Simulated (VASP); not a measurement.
# SrBe (P-6m2) in VASP: single point with PBEsol

Aim: the single point of SrBe with PBEsol.

Everything below comes from runs of VASP 6.6.1. Logs are shortened: lines on timing, memory, paths and dates and some standing lists are left out, and cuts for length are marked.

## Step 1: The cell of the first run

It takes space group P-6m2 (No. 187, hexagonal). The conventional cell has a = 3.034 Å, b = 3.034 Å, c = 4.700 Å, α = 90.00°, β = 90.00°, γ = 120.00°. Sr (site symmetry -6m2) has 6 Be at 2.93 Å and 6 Sr at 3.03 Å within 3.9 Å. Be (site symmetry -6m2) has 6 Sr at 2.93 Å and 6 Be at 3.03 Å within 3.9 Å.

## Step 2: Single point, PBEsol, non-collinear spin, zero start, spin-orbit coupling

The input, INCAR:

```
SYSTEM = SrBe
ALGO = Normal
EDIFF = 1E-6
ENCUT = 520
GGA = PS
GGA_COMPAT = .False.
ISIF = 2
ISMEAR = 0
LASPH = .True.
LCHARG = .False.
LORBIT = 11
LORBMOM = .True.
LREAL = .False.
LSORBIT = .True.
LWAVE = .False.
MAGMOM = 0 0 0 0 0 0
NBANDS = 24
NELM = 150
PREC = Accurate
SIGMA = 0.05
```

The input, KPOINTS:

```
k-points
0
Gamma
  16 16 9
  0 0 0
```

The input, POSCAR:

```
SrBe
1.0
    3.0338447200      0.0000000000      0.0000000000
   -1.5169223600      2.6273866000      0.0000000000
    0.0000000000      0.0000000000      4.6997881000
Sr Be
1 1
Direct
    0.6666666700      0.3333333300      0.0000000000
    0.0000000000      0.0000000000      0.5000000000
```

Potentials or basis: VASP PAW PBE potentials, release 64 (Sr_sv, Be).

Started as:

```bash
> cat potpaw_PBE.64/Sr_sv/POTCAR potpaw_PBE.64/Be/POTCAR > POTCAR
> mpirun -np 1 vasp_ncl > vasp.out
```

OUTCAR:

```text
SYSTEM = SrBe
   EDIFF = 1E-6
   ENCUT = 520
   GGA = PS
   ISIF = 2
   ISMEAR = 0
   LASPH = .True.
   LORBIT = 11
   LREAL = .False.
   LSORBIT = .True.
   NELM = 150
   PREC = Accurate

 ion  position               nearest neighbor table
   1  0.667  0.333  0.000-   2 2.93   2 2.93   2 2.93   2 2.93   2 2.93   2 2.93
   2  0.000  0.000  0.500-   1 2.93   1 2.93   1 2.93   1 2.93   1 2.93   1 2.93

  LATTYP: Found a hexagonal cell.
 ALAT       =     3.0338447200
 C/A-ratio  =     1.5491195278

  Lattice vectors:

 A1 = (   3.0338447200,   0.0000000000,   0.0000000000)
 A2 = (  -1.5169223600,   2.6273866000,   0.0000000000)
 A3 = (   0.0000000000,   0.0000000000,   4.6997881000)

Analysis of symmetry for initial positions (statically):
=====================================================================
 Subroutine PRICEL returns:
 Original cell was already a primitive cell.

 Routine SETGRP: Setting up the symmetry group for a
 hexagonal supercell.

 Subroutine GETGRP returns: Found 12 space group operations
 (whereof 12 operations were pure point group operations)
 out of a pool of 24 trial point group operations.

The static configuration has the point symmetry D_3h.

Analysis of symmetry for dynamics (positions and initial velocities):
=====================================================================
 Subroutine PRICEL returns:
 Original cell was already a primitive cell.

 Routine SETGRP: Setting up the symmetry group for a
 hexagonal supercell.

 Subroutine GETGRP returns: Found 12 space group operations
 (whereof 12 operations were pure point group operations)
 out of a pool of 24 trial point group operations.

The dynamic configuration has the point symmetry D_3h.

Analysis of structural, dynamic, and magnetic symmetry:
=====================================================================
 Subroutine PRICEL returns:
 Original cell was already a primitive cell.

 Routine SETGRP: Setting up the symmetry group for a
 hexagonal supercell.

 Subroutine GETGRP returns: Found 12 space group operations
 (whereof 12 operations were pure point group operations)
 out of a pool of 24 trial point group operations.

The overall configuration has the point symmetry D_3h.

 Subroutine INISYM returns: Found 12 space group operations
 (whereof 12 operations are pure point group operations),
 and found     1 'primitive' translations

----------------------------------------------------------------------------------------

                                     Primitive cell

  volume of cell :      37.4624

  direct lattice vectors                    reciprocal lattice vectors
     3.033844720  0.000000000  0.000000000     0.329614760  0.190303170  0.000000000
    -1.516922360  2.627386600  0.000000000     0.000000000  0.380606341  0.000000000
     0.000000000  0.000000000  4.699788100     0.000000000  0.000000000  0.212775550

  length of vectors
     3.033844720  3.033844721  4.699788100     0.380606341  0.380606341  0.212775550

  position of ions in fractional coordinates (direct lattice)
     0.666666670  0.333333330  0.000000000
     0.000000000  0.000000000  0.500000000

  ion indices of the primitive-cell ions
   primitive index   ion index
                 1           1
                 2           2

----------------------------------------------------------------------------------------

 KPOINTS: k-points

Automatic generation of k-mesh.
 Grid dimensions read from file:
 generate k-points for:   16   16    9

 Generating k-lattice:

  Cartesian coordinates                     Fractional coordinates (reciprocal lattice)
     0.020600923  0.011893948  0.000000000     0.062500000  0.000000000  0.000000000
     0.000000000  0.023787896  0.000000000     0.000000000  0.062500000  0.000000000
     0.000000000  0.000000000  0.023641728     0.000000000  0.000000000  0.111111111

  Length of vectors
     0.023787896  0.023787896  0.023641728

  Shift w.r.t. Gamma in fractional coordinates (k-lattice)
     0.000000000  0.000000000  0.000000000

[... 88 lines left out ...]

 number of electron      12.0000000 magnetization      -0.0000000      0.0000000     -0.0000000

 number of electron      12.0000000 magnetization      -0.0000000     -0.0000000     -0.0000000

 number of electron      12.0000000 magnetization       0.0000000     -0.0000000      0.0000000

 Free energy of the ion-electron system (eV)
  ---------------------------------------------------
  ext. energy  EPLUGINS =         0.00000000
  ---------------------------------------------------
  free energy    TOTEN  =        -3.20084323 eV

  energy without entropy =       -3.19896143  energy(sigma->0) =       -3.19990233

 E-fermi :   4.1117     XC(G=0):  -9.9717

 val. band max:        4.1052912399   @ k =   0.4375  -0.0000   0.2222
 cond. band min:       4.1120144094   @ k =   0.4375   0.0625   0.2222
 fundamental gap:      0.0067231696
 Fermi energy:         4.1116966607

 k-point     1 :       0.0000    0.0000    0.0000
  band No.  band energies     occupation
      1     -31.2735      1.00000
      2     -31.2735      1.00000
      3     -13.5436      1.00000
      4     -13.5436      1.00000
      5     -12.1175      1.00000
      6     -12.1175      1.00000
[... 637 lines left out ...]
     23      11.7804      0.00000
     24      11.7948      0.00000

 [... further k-points ...]
[... 5 lines left out ...]
  --------------------------------------------------------------------------------------
  -------------------------------------------------------------------------------------
  Total        3.6407489      3.6407489      2.6977343     -0.0000000      0.0000000     -0.0000000
  in kB      155.7061263    155.7061265    115.3756460     -0.0000000      0.0000000     -0.0000000
  external PRESSURE =     142.2626329 kB  Pullay stress =       0.0000000 kB

 VOLUME and BASIS-vectors are now :
 -----------------------------------------------------------------------------
  energy-cutoff  :      520.00
  volume of cell :       37.46
      direct lattice vectors                 reciprocal lattice vectors
     3.033844720  0.000000000  0.000000000     0.329614760  0.190303170  0.000000000
    -1.516922360  2.627386600  0.000000000     0.000000000  0.380606341  0.000000000
     0.000000000  0.000000000  4.699788100     0.000000000  0.000000000  0.212775550

 POSITION                                       TOTAL-FORCE (eV/Angst)
 -----------------------------------------------------------------------------------
      1.51692      0.87580      0.00000         0.000000      0.000000      0.000000
      0.00000      0.00000      2.34989         0.000000      0.000000      0.000000
 -----------------------------------------------------------------------------------
    total drift:                               -0.000010      0.000006      0.000000

  FREE ENERGIE OF THE ION-ELECTRON SYSTEM (eV)
  ---------------------------------------------------
  free  energy   TOTEN  =        -3.2008432301 eV

  energy  without entropy=       -3.1989614286  energy(sigma->0) =       -3.19990233

 orbital moment (x)

 # of ion     p       d       tot
 ----------------------------------------
  1         0.000   0.000   0.000
  2        -0.000   0.000  -0.000
 ----------------------------------------
           -0.000   0.000   0.000

 orbital moment (y)

 # of ion     p       d       tot
 ----------------------------------------
  1        -0.000  -0.000  -0.000
  2         0.000   0.000   0.000
 ----------------------------------------
           -0.000  -0.000  -0.000

 orbital moment (z)

 # of ion     p       d       tot
 ----------------------------------------
  1         0.000  -0.000  -0.000
  2        -0.000   0.000  -0.000
 ----------------------------------------
           -0.000  -0.000  -0.000

 Spin-Orbit-Coupling matrix elements

 Ion:    1  E_soc:     -0.1811094
 l=   1
     0.0000000    -0.0302620    -0.0299377
    -0.0302620     0.0000000    -0.0302620
    -0.0299377    -0.0302620     0.0000000
 l=   2
     0.0000000    -0.0000062     0.0000000    -0.0000062    -0.0000169
    -0.0000062     0.0000000    -0.0000168    -0.0000175    -0.0000062
     0.0000000    -0.0000168     0.0000000    -0.0000168     0.0000000
    -0.0000062    -0.0000175    -0.0000168     0.0000000    -0.0000062
    -0.0000169    -0.0000062     0.0000000    -0.0000062     0.0000000
 l=   3
     0.0000000     0.0000000     0.0000000     0.0000000     0.0000000     0.0000000     0.0000000
     0.0000000     0.0000000     0.0000000     0.0000000     0.0000000     0.0000000     0.0000000
     0.0000000     0.0000000     0.0000000     0.0000000     0.0000000     0.0000000     0.0000000
     0.0000000     0.0000000     0.0000000     0.0000000     0.0000000     0.0000000     0.0000000
     0.0000000     0.0000000     0.0000000     0.0000000     0.0000000     0.0000000     0.0000000
     0.0000000     0.0000000     0.0000000     0.0000000     0.0000000     0.0000000     0.0000000
     0.0000000     0.0000000     0.0000000     0.0000000     0.0000000     0.0000000     0.0000000

 Ion:    2  E_soc:      0.0000010
 l=   1
     0.0000000     0.0000002     0.0000001
     0.0000002     0.0000000     0.0000002
     0.0000001     0.0000002     0.0000000
 l=   2
     0.0000000     0.0000000     0.0000000     0.0000000     0.0000000
     0.0000000     0.0000000     0.0000000     0.0000000     0.0000000
     0.0000000     0.0000000     0.0000000     0.0000000     0.0000000
     0.0000000     0.0000000     0.0000000     0.0000000     0.0000000
     0.0000000     0.0000000     0.0000000     0.0000000     0.0000000
 l=   3
     0.0000000     0.0000000     0.0000000     0.0000000     0.0000000     0.0000000     0.0000000
     0.0000000     0.0000000     0.0000000     0.0000000     0.0000000     0.0000000     0.0000000
     0.0000000     0.0000000     0.0000000     0.0000000     0.0000000     0.0000000     0.0000000
     0.0000000     0.0000000     0.0000000     0.0000000     0.0000000     0.0000000     0.0000000
     0.0000000     0.0000000     0.0000000     0.0000000     0.0000000     0.0000000     0.0000000
     0.0000000     0.0000000     0.0000000     0.0000000     0.0000000     0.0000000     0.0000000
     0.0000000     0.0000000     0.0000000     0.0000000     0.0000000     0.0000000     0.0000000

 total charge

# of ion       s       p       d       tot
------------------------------------------
    1        2.089   5.704   0.541   8.334
    2        0.447   0.406   0.000   0.854
--------------------------------------------------
tot          2.536   6.110   0.541   9.187

 magnetization (x)

# of ion       s       p       d       tot
------------------------------------------
    1        0.000   0.000   0.000   0.000
    2       -0.000  -0.000   0.000  -0.000
--------------------------------------------------
tot         -0.000  -0.000   0.000  -0.000

 magnetization (y)

# of ion       s       p       d       tot
------------------------------------------
    1       -0.000  -0.000   0.000  -0.000
    2       -0.000   0.000   0.000   0.000
--------------------------------------------------
tot         -0.000   0.000   0.000  -0.000

 magnetization (z)

# of ion       s       p       d       tot
------------------------------------------
    1        0.000   0.000  -0.000  -0.000
    2        0.000   0.000   0.000   0.000
--------------------------------------------------
tot          0.000   0.000  -0.000  -0.000
```

It took 6.9 min on 1 thread of Intel Xeon Platinum 8175M at 2.50GHz (Skylake/Cascade Lake), shared host; peak memory 0.47 GiB.

Results:

```
Free energy                                           : -3.2008 eV
Pressure                                              : 14.2 GPa
Net moment                                            : 0.00 μB per cell
Valence electrons inside the program's atomic spheres : Sr 8.33; Be 0.85
```

Stress tensor (GPa, compression positive):
```
15.57  0.00  0.00
 0.00 15.57  0.00
 0.00  0.00 11.54
```

Moments on the atoms (μB; x, y, z):
```
Sr  0.00 0.00 0.00
Be  0.00 0.00 0.00
```

Caveat: the cell stands under pressure; the PAW data sets were made with another functional, which shifts forces and pressure a little.
